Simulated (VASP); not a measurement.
# TiO (P-6m2) in VASP: a series of runs

TiO is run at these levels: PBEsol; tasks: relaxation of shape and atoms at fixed volume.

All numbers are computed with VASP 6.6.1; they aren't measurements. Logs are shortened: lines on timing, memory, paths and dates and some standing lists are left out, and cuts for length are marked.

## (1) The cell of the first run

Symmetry: P-6m2, No. 187, hexagonal system. Conventional cell: a = 2.698 Å, b = 2.698 Å, c = 2.717 Å, α = 90.00°, β = 90.00°, γ = 120.00°. Ti (site symmetry -6m2) has 6 O at 2.07 Å and 8 Ti at 2.70 to 2.72 Å within 2.8 Å. O (site symmetry -6m2) has 6 Ti at 2.07 Å and 8 O at 2.70 to 2.72 Å within 2.8 Å.

## (2) Relaxation of shape and atoms at fixed volume, PBEsol (8.56 Å³/atom)

INCAR reads:

```
ALGO = Normal
EDIFF = 1E-7
EDIFFG = -0.01
ENCUT = 600
GGA = PS
IBRION = 2
ISIF = 4
ISMEAR = 0
LASPH = T
LCHARG = F
LREAL = F
LWAVE = F
NELM = 100
NSW = 50
PREC = Accurate
SIGMA = 0.1
```

KPOINTS reads:

```
k-points
0
Gamma
  18 18 16
```

POSCAR reads:

```
TiO
1.0
    2.6979705032      0.0000000000      0.0000000000
   -1.3489852516      2.3365109944      0.0000000000
    0.0000000000      0.0000000000      2.7168565096
Ti O
1 1
Direct
    0.6666666667      0.3333333333      0.0000000000
    0.0000000000      0.0000000000      0.5000000000
```

Potentials or basis: VASP PAW PBE potentials, release 64 (Ti_sv, O).

On the command line:

```
> cat potpaw_PBE.64/Ti_sv/POTCAR potpaw_PBE.64/O/POTCAR > POTCAR
> mpirun -np 1 vasp_std > vasp.out
```

OUTCAR:

```text
EDIFF = 1E-7
   EDIFFG = -0.01
   ENCUT = 600
   GGA = PS
   IBRION = 2
   ISIF = 4
   ISMEAR = 0
   LASPH = T
   LREAL = F
   NELM = 100
   NSW = 50
   PREC = Accurate

 ion  position               nearest neighbor table
   1  0.667  0.333  0.000-   2 2.07   2 2.07   2 2.07   2 2.07   2 2.07   2 2.07
   2  0.000  0.000  0.500-   1 2.07   1 2.07   1 2.07   1 2.07   1 2.07   1 2.07

  LATTYP: Found a hexagonal cell.
 ALAT       =     2.6979705032
 C/A-ratio  =     1.0070000789

  Lattice vectors:

 A1 = (   2.6979705032,   0.0000000000,   0.0000000000)
 A2 = (  -1.3489852516,   2.3365109944,   0.0000000000)
 A3 = (   0.0000000000,   0.0000000000,   2.7168565096)

Analysis of symmetry for initial positions (statically):
=====================================================================
 Subroutine PRICEL returns:
 Original cell was already a primitive cell.

 Routine SETGRP: Setting up the symmetry group for a
 hexagonal supercell.

 Subroutine GETGRP returns: Found 12 space group operations
 (whereof 12 operations were pure point group operations)
 out of a pool of 24 trial point group operations.

The static configuration has the point symmetry D_3h.

Analysis of symmetry for dynamics (positions and initial velocities):
=====================================================================
 Subroutine PRICEL returns:
 Original cell was already a primitive cell.

 Routine SETGRP: Setting up the symmetry group for a
 hexagonal supercell.

 Subroutine GETGRP returns: Found 12 space group operations
 (whereof 12 operations were pure point group operations)
 out of a pool of 24 trial point group operations.

The dynamic configuration has the point symmetry D_3h.

 Subroutine INISYM returns: Found 12 space group operations
 (whereof 12 operations are pure point group operations),
 and found     1 'primitive' translations

----------------------------------------------------------------------------------------

                                     Primitive cell

  volume of cell :      17.1266

  direct lattice vectors                    reciprocal lattice vectors
     2.697970503  0.000000000  0.000000000     0.370648974  0.213994285  0.000000000
    -1.348985252  2.336510994  0.000000000     0.000000000  0.427988570  0.000000000
     0.000000000  0.000000000  2.716856510     0.000000000  0.000000000  0.368072438

  length of vectors
     2.697970503  2.697970503  2.716856510     0.427988570  0.427988570  0.368072438

  position of ions in fractional coordinates (direct lattice)
     0.666666667  0.333333333  0.000000000
     0.000000000  0.000000000  0.500000000

  ion indices of the primitive-cell ions
   primitive index   ion index
[... 94 lines left out ...]
     AMIX_MAG =   1.60;   BMIX_MAG =  1.00
  volume/ion in A,a.u.               =       8.56        57.79
  Fermi-wavevector in a.u.,A,eV,Ry     =   1.664467  3.145386 37.694249  2.770449
  Thomas-Fermi vector in A             =   2.751005
   LORBIT       =      0    0 simple, 1 ext, 2 COOP (PROOUT), +10 PAW based schemes
   GGA     = PS    functional components
   LHFCALC =     F    Hartree Fock is set to
   AEXX    =    0.0000 exact exchange contribution
   IVDW    =     0    specifies the selected vdW correction
   LEPSILON=     F    determine dielectric tensor
   LRPA    =     F    only Hartree local field effects (RPA)
 conjugate gradient relaxation of ions
 non-spin polarized calculation
 Gauss-broadening in eV      SIGMA  =   0.10
  energy-cutoff  :      600.00
  volume of cell :       17.13
 maximum number of plane-waves:       587
 NGX is ok and might be reduce to    24
   NGX = 11   NGY = 11   NGZ = 11

--------------------------------------- Ionic step        1  -------------------------------------------

 number of electron      18.0000000 magnetization

 Free energy of the ion-electron system (eV)
  ---------------------------------------------------
  ext. energy  EPLUGINS =         0.00000000
  ---------------------------------------------------
  free energy    TOTEN  =       -18.61884326 eV

  energy without entropy =      -18.61865572  energy(sigma->0) =      -18.61874949

------------------------ aborting loop because EDIFF is reached ----------------------------------------

  FORCE on cell =-STRESS in cart. coord.  units (eV):
  Direction    XX          YY          ZZ          XY          YZ          ZX
  --------------------------------------------------------------------------------------
  -------------------------------------------------------------------------------------
  Total        3.2023425      3.2023425      3.3931261      0.0000000     -0.0000000      0.0000000
  in kB      299.5757341    299.5757341    317.4233355      0.0000000     -0.0000000      0.0000000
  external PRESSURE =     305.5249346 kB  Pullay stress =       0.0000000 kB
[... 59 lines left out ...]
--------------------------------------- Ionic step        3  -------------------------------------------

 number of electron      18.0000001 magnetization

 Free energy of the ion-electron system (eV)
  ---------------------------------------------------
  ext. energy  EPLUGINS =         0.00000000
  ---------------------------------------------------
  free energy    TOTEN  =       -18.61906913 eV

  energy without entropy =      -18.61888340  energy(sigma->0) =      -18.61897626

 E-fermi :  12.9698     XC(G=0): -13.8070

 val. band max:       12.9679186966   @ k =   0.0000   0.0000   0.5000
 cond. band min:      12.9861246052   @ k =   0.0000   0.0000   0.4375
 fundamental gap:      0.0182059086
 Fermi energy:        12.9697938387

 k-point     1 :       0.0000    0.0000    0.0000
  band No.  band energies     occupation
      1     -44.4468      2.00000
      2     -20.6592      2.00000
      3     -20.1774      2.00000
      4     -20.1774      2.00000
      5      -9.7142      2.00000
      6       6.8346      2.00000
      7       6.8346      2.00000
      8       7.1679      2.00000
      9       9.5745      2.00000
     10      14.9567      0.00000
     11      14.9567      0.00000
     12      15.4623      0.00000
     13      15.4623      0.00000
[... 354 lines left out ...]
  band No.  band energies     occupation
      1     -44.2174      2.00000
      2     -21.4368      2.00000
      3     -20.5390      2.00000
      4     -20.4626      2.00000
      5      -7.9941      2.00000
      6       3.3921      2.00000
      7       5.7870      2.00000
      8       6.7008      2.00000
      9      10.6886      2.00000
     10      14.3744      0.00000
     11      14.9717      0.00000
     12      16.0041      0.00000
     13      16.7013      0.00000

 [... further k-points ...]
[... 5 lines left out ...]
  --------------------------------------------------------------------------------------
  -------------------------------------------------------------------------------------
  Total        3.2568370      3.2568370      3.2553825      0.0000000      0.0000000      0.0000000
  in kB      304.6736381    304.6736381    304.5375701      0.0000000      0.0000000      0.0000000
  external PRESSURE =     304.6282821 kB  Pullay stress =       0.0000000 kB
[... 17 lines left out ...]
  FREE ENERGIE OF THE ION-ELECTRON SYSTEM (eV)
  ---------------------------------------------------
  free  energy   TOTEN  =       -18.6190691299 eV

  energy  without entropy=      -18.6188833964  energy(sigma->0) =      -18.61897626

 reached required accuracy - stopping structural energy minimisation
```

CONTCAR:

```text
TiO
   1.00000000000000
     2.6947762273488007    0.0000000000000000    0.0000000000000000
    -1.3473881136744004    2.3337446703623503    0.0000000000000000
     0.0000000000000000   -0.0000000000000000    2.7233012247928960
  Ti              O
     1     1
Direct
     0.6666666667000030    0.3333333332999970    0.0000000000000000
     0.0000000000000000    0.0000000000000000    0.5000000000000000

  0.00000000E+00  0.00000000E+00  0.00000000E+00
  0.00000000E+00  0.00000000E+00  0.00000000E+00
```

Run time: 3.4 min. Hardware: 1 thread of Intel Xeon 8259CL, shared host; peak memory 0.23 GiB.

What came out:

| Quantity | Value |
| --- | --- |
| Free energy | -18.6191 eV |
| Energy gained by relaxing | 0.1 meV/atom |
| Ionic steps | 3 |
| Pressure after relaxing | 30.5 GPa |
| Band gap on the k mesh | zero (bands 9 and 10 overlap by 0.09 eV) |

Step by step:
```csv
step,energy change (eV),largest force (eV/Å),pressure (GPa),volume (Å³)
1,0.0000,0.0000,30.55,17.13
2,-0.0002,0.0000,30.42,17.13
3,-0.0002,0.0000,30.46,17.13
```

Final structure:
```
Ti O
1.0
     2.69478    0.00000    0.00000
    -1.34739    2.33374    0.00000
     0.00000    0.00000    2.72330
Ti O
1 1
Direct
  0.66667 0.33333 0.00000
  0.00000 0.00000 0.50000
```

Caveat: the PAW data sets were made with another functional, which shifts forces and pressure a little; semilocal functionals often make such compounds metallic where correlation or magnetic order opens a gap, which also shifts bond lengths.

## (3) Relaxation of shape and atoms at fixed volume, PBEsol (8.85 Å³/atom)

This run uses another cell than the first one, of 8.85 Å³/atom.

INCAR reads:

```
PREC = Accurate
ENCUT = 600
EDIFF = 1E-7
ISMEAR = 0
SIGMA = 0.1
LREAL = F
LASPH = T
NELM = 80
ALGO = Normal
ISIF = 4
LWAVE = F
LCHARG = F
GGA = PS
IBRION = 2
NSW = 50
EDIFFG = -0.01
```

KPOINTS reads:

```
regular mesh
0
Gamma
  18 18 16
```

POSCAR reads:

```
TiO
1.0
    2.7298984958      0.0000000000      0.0000000000
   -1.3649492479      2.3641614471      0.0000000000
    0.0000000000      0.0000000000      2.7411610938
Ti O
1 1
Direct
    0.6666666667      0.3333333333      0.0000000000
    0.0000000000      0.0000000000      0.5000000000
```

Potentials or basis: VASP PAW PBE potentials, release 64 (Ti_sv, O).

On the command line:

```
> cat potpaw_PBE.64/Ti_sv/POTCAR potpaw_PBE.64/O/POTCAR > POTCAR
> mpirun -np 1 vasp_std > vasp.out
```

Wall time 3.6 min (1 thread of Intel Xeon 8259CL, shared host); peak memory 0.23 GiB.

Results (log left out):

* Free energy: -18.7070 eV
* Energy gained by relaxing: 0.1 meV/atom
* Ionic steps: 3
* Pressure after relaxing: 18.8 GPa
* Band gap on the k mesh: zero (bands 9 and 10 overlap by 0.08 eV)

The path:
| step | energy change (eV) | largest force (eV/Å) | pressure (GPa) | volume (Å³) |
| --- | --- | --- | --- | --- |
| 1 | 0.0000 | 0.0000 | 18.93 | 17.69 |
| 2 | -0.0002 | 0.0000 | 18.82 | 17.69 |
| 3 | -0.0002 | 0.0000 | 18.85 | 17.69 |

Final structure:
```cif
data_structure
_symmetry_space_group_name_H-M 'P 1'
_symmetry_Int_Tables_number 1
_cell_length_a 2.7267
_cell_length_b 2.7267
_cell_length_c 2.7475
_cell_angle_alpha 90.000
_cell_angle_beta 90.000
_cell_angle_gamma 120.000
_cell_volume 17.69
loop_
_atom_site_label
_atom_site_type_symbol
_atom_site_fract_x
_atom_site_fract_y
_atom_site_fract_z
_atom_site_occupancy
Ti1 Ti 0.66667 0.33333 0.00000 1
O1 O 0.00000 0.00000 0.50000 1
```

Levels at points of the mesh, in eV from the Fermi level:
```
           k point  band 5  band 6  band 7  band 8  band 9  band 10  band 11  band 12  band 13
(0.00, 0.00, 0.00)  -22.46   -6.01   -6.01   -5.70   -3.28     1.90     1.90     2.26     2.38
(0.50, 0.00, 0.00)  -20.86   -9.61   -7.02   -5.67   -2.78     1.81     2.34     3.11     3.37
(0.00, 0.00, 0.50)  -20.84   -9.88   -5.62   -5.62    0.00     0.00     0.93     2.13     2.13
(0.50, 0.00, 0.50)  -21.14   -8.52   -8.43   -7.12   -0.74     2.13     3.35     3.45     4.05
```

Caveat: the PAW data sets were made with another functional, which shifts forces and pressure a little; semilocal functionals often make such compounds metallic where correlation or magnetic order opens a gap, which also shifts bond lengths.
